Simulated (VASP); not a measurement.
Set up this calculation in VASP 6.6.1, as the native input.

| Property | Result |
| --- | --- |
| Task | single point |
| Functional | PBEsol |
| Potentials or basis | VASP PAW PBE potentials, release 64 (Al, Cu) |
| Cutoff | 600 eV |
| k mesh | 7 × 7 × 7 |
| Occupations | methfessel-paxton, width 0.1 eV |
| Spin | no spin polarisation |
| Dipole correction | no |
| Further INCAR settings | ALGO = Normal; EDIFF = 1e-06; NBANDS = 26 |

The structure of AlCu3 lies in POSCAR:

```
AlCu3
1.0
    4.1427136693      0.0000000000      0.0000000000
    0.0000000000      4.1427136693      0.0000000000
    0.0000000000      0.0000000000      4.1427136693
Al Cu
1 3
Direct
    0.0000000000      0.0000000000      0.0000000000
    0.5000000000      0.0000000000      0.0000000000
    0.0000000000      0.0000000000      0.5000000000
    0.0000000000      0.5000000000      0.0000000000
```

The input as run:

INCAR

```
SYSTEM = AlCu3
  PREC = Accurate
  ENCUT = 600
  EDIFF = 1E-6
  ISMEAR = 1
  SIGMA = 0.1
  LREAL = .FALSE.
  LASPH = .TRUE.
  NELM = 120
  ALGO = Normal
  ISIF = 2
  LWAVE = .FALSE.
  LCHARG = .FALSE.
  GGA = PS
  NBANDS = 26
  GGA_COMPAT = .FALSE.
```

KPOINTS

```
regular mesh
0
G
  7 7 7
  0 0 0
```

Potentials or basis: VASP PAW PBE potentials, release 64 (Al, Cu).

Launch:

```bash
$ cat potpaw_PBE.64/Al/POTCAR potpaw_PBE.64/Cu/POTCAR > POTCAR
$ mpirun -np 1 vasp_std > vasp.out
```

It gave:

* Pressure: 20.3 GPa
* Band gap on the k mesh: zero (bands 18 and 19 overlap by 1.74 eV)

Caveat: the cell stands under pressure; the PAW data sets were made with another functional, which shifts forces and pressure a little.

Wall time 38 s on 1 thread of Intel(R) Xeon(R) Platinum 8375C CPU @ 2.90GHz (Ice Lake), on a shared host, peak memory 0.21 GiB.
